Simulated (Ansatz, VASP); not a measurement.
## GaN in VASP and in Ansatz

File INCAR:

```
SYSTEM = GaN
PREC = Accurate
ENCUT = 600
EDIFF = 1E-7
ISMEAR = -1
SIGMA = 0.05
LREAL = .False.
LASPH = .True.
NELM = 120
ALGO = Normal
ISIF = 3
LWAVE = .False.
LCHARG = .False.
GGA = LIBXC
LIBXC1 = GGA_X_B88
LIBXC2 = GGA_C_PBE
IBRION = 2
NSW = 60
EDIFFG = -0.01
GGA_COMPAT = .False.
NELMIN = 4
```

The input KPOINTS:

```
Automatic mesh
0
Gamma
  10 10 10
  0 0 0
```

File POSCAR:

```
GaN
1.0
    0.0000000000      2.2535006075      2.2535006075
    2.2535006075      0.0000000000      2.2535006075
    2.2535006075      2.2535006075      0.0000000000
Ga N
1 1
Direct
    0.0000000000      0.0000000000      0.0000000000
    0.2500000000      0.2500000000      0.2500000000
```

The input input.yaml:

```yaml
crystal:
  lattice:
    - [0.0, 2.2535006075, 2.2535006075]
    - [2.2535006075, 0.0, 2.2535006075]
    - [2.2535006075, 2.2535006075, 0.0]
  atoms:
    - { symbol: Ga, position: [0.0, 0.0, 0.0] }
    - { symbol: "N", position: [0.25, 0.25, 0.25] }
hamiltonian:
  xc: { exchange: b88, correlation: pbe }
  pseudopotentials: { kind: paw }
kpoints:
  mp_grid: { grid: [10, 10, 10] }
scf:
  occupations: { method: fermi_dirac, width: 0.05 }
output:
  forces: true
  stress: true
  write_density: true
  write_potential: true
  elf: true
  volumetric_format: npy
relax:
  f_tol: 0.01
  max_steps: 40
  cell: { stress_tol: 0.05 }
```

Alike in both runs: task relaxation of cell and atoms; functional b88 exchange, pbe correlation; k mesh 10 × 10 × 10; occupations fermi-dirac, width 0.05 eV; no spin polarisation.

|  | VASP | Ansatz |
| --- | --- | --- |
| version | VASP 6.6.1 | Ansatz 0.2.0 |
| potentials or method | VASP PAW PBE potentials, release 64 (Ga_d, N) | Ansatz PAW |
| plane-wave cutoff (eV) | 600 | 420 |
| valence electrons in the cell | 18 | 18 |

|  | VASP | Ansatz | Ansatz less VASP |
| --- | --- | --- | --- |
| gap on the k mesh at the Fermi level, each at its own relaxed structure (eV) | 1.57 | 1.55 | -0.021 |
| relaxed volume (Å³/atom) | 11.73 | 11.74 | +0.006 |
| relaxed cell length with the largest relative difference (Å) | 3.213 | 3.214 | +0.0005 |

VASP's potentials were made for PBE, not for b88 exchange, pbe correlation.

Noted on Ansatz's run: the plane-wave basis is chosen anew once the cell has moved, so the energies of steps on either side of that aren't comparable.
